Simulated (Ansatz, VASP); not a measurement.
# Be in VASP and in Ansatz

Contents of INCAR:

```
SYSTEM = Be
ALGO     = Normal         ! electronic algorithm
EDIFF    = 1E-7           ! SCF threshold, eV
ENCUT    = 520            ! plane-wave cutoff, eV
GGA      = RE             ! functional
ISIF     = 2              ! what is computed and relaxed
ISMEAR   = -1             ! smearing method
LASPH    = .TRUE.         ! aspherical terms in the spheres
LCHARG   = .TRUE.         ! write CHGCAR
LELF     = .TRUE.         ! ELF
LREAL    = .FALSE.        ! projectors in reciprocal space
LVHAR    = .TRUE.       
LWAVE    = .FALSE.        ! write WAVECAR
NBANDS   = 10             ! bands
NELM     = 100            ! most SCF steps
PREC     = Accurate       ! precision mode
SIGMA    = 0.1            ! smearing width, eV
```

File KPOINTS:

```
k-points
0
G
  11 11 16
  0 0 0
```

The input POSCAR:

```
Be
1.0
    3.5948307396      0.0000000000      0.0000000000
   -1.7974153698      3.1132147428      0.0000000000
    0.0000000000      0.0000000000      2.2130332886
Be
3
Direct
    0.0000000000      0.0000000000      0.0000000000
    0.3333333333      0.6666666667      0.5000000000
    0.6666666667      0.3333333333      0.5000000000
```

Input for Ansatz:

```yaml
crystal:
  lattice:
    - [3.5948307396, 0.0, 0.0]
    - [-1.7974153698, 3.1132147428, 0.0]
    - [0.0, 0.0, 2.2130332886]
  atoms:
    - { symbol: Be, position: [0.0, 0.0, 0.0] }
    - { symbol: Be, position: [0.3333333333, 0.6666666667, 0.5] }
    - { symbol: Be, position: [0.6666666667, 0.3333333333, 0.5] }
hamiltonian:
  xc: revpbe
  pseudopotentials:
    kind: paw
    azcp:
      Be: "pseudopotentials/Be.paw.azcp"
basis:
  ecutwfc: 420
  fft_grid_basis: typed
kpoints:
  mp_grid: { grid: [11, 11, 16], shift: [0, 0, 0] }
magnetization:
  spin_polarized: false
scf:
  occupations: { method: fermi_dirac, width: 0.1 }
  lower_state_search: "off"
output:
  stress: true
```

Alike in both runs: task single point; functional revPBE; k mesh 11 × 11 × 16; occupations fermi-dirac, width 0.1 eV; no spin polarisation.

|  | VASP | Ansatz |
| --- | --- | --- |
| version | VASP 6.6.1 | Ansatz 0.2.0 |
| potentials or method | VASP PAW PBE potentials, release 64 (Be), cutoff 520 eV | plane waves (420 eV) with PAW, scalar-relativistic |
| valence electrons in the cell | 6 | 6 |

```csv
,VASP,Ansatz,Ansatz less VASP
pressure (GPa),0.1,0.1,-0.01
"traceless stress, the component that is largest in VASP (GPa)",0.48,0.51,+0.030
```

VASP's potentials were made for PBE, not for revPBE.
